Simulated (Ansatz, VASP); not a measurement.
**OsO in VASP and in Ansatz**

```
CELL_PARAMETERS angstrom
2.79345 0.00000 0.00000
0.00000 2.79345 0.00000
0.00000 0.00000 2.79345
ATOMIC_POSITIONS crystal
Os 0.00000 0.00000 0.00000
O 0.50000 0.50000 0.50000
```

Alike in both runs: functional PBE; k mesh 6 × 6 × 6; occupations gaussian, width 0.1 eV; no spin polarisation.

Ansatz relaxed the structure, and its values are those at the end. VASP's run is a single point on that final structure, the one shown.

```csv
,VASP,Ansatz
version,VASP 6.6.1,Ansatz 0.2.0
potentials or method,"VASP PAW PBE potentials, release 64 (Os, O), cutoff 520 eV","scalar-relativistic, plane waves, PAW"
valence electrons in the cell,14,22
```

VASP gave:

- gap on the k mesh at the Fermi level (eV): none
- pressure (GPa): 0.1

**Question.** Which values does Ansatz return?

**Answer.** gap on the k mesh at the Fermi level (eV): none; pressure (GPa): 0.0.

A gap of «none» marks a metal or a gap that the smearing closes. VASP's potentials hold 14 valence electrons a cell and Ansatz's 22, so a difference there can come from the potentials and not from the codes.

The k mesh is coarse, so the values compare programs but aren't converged. Neither program's run includes spin-orbit coupling.
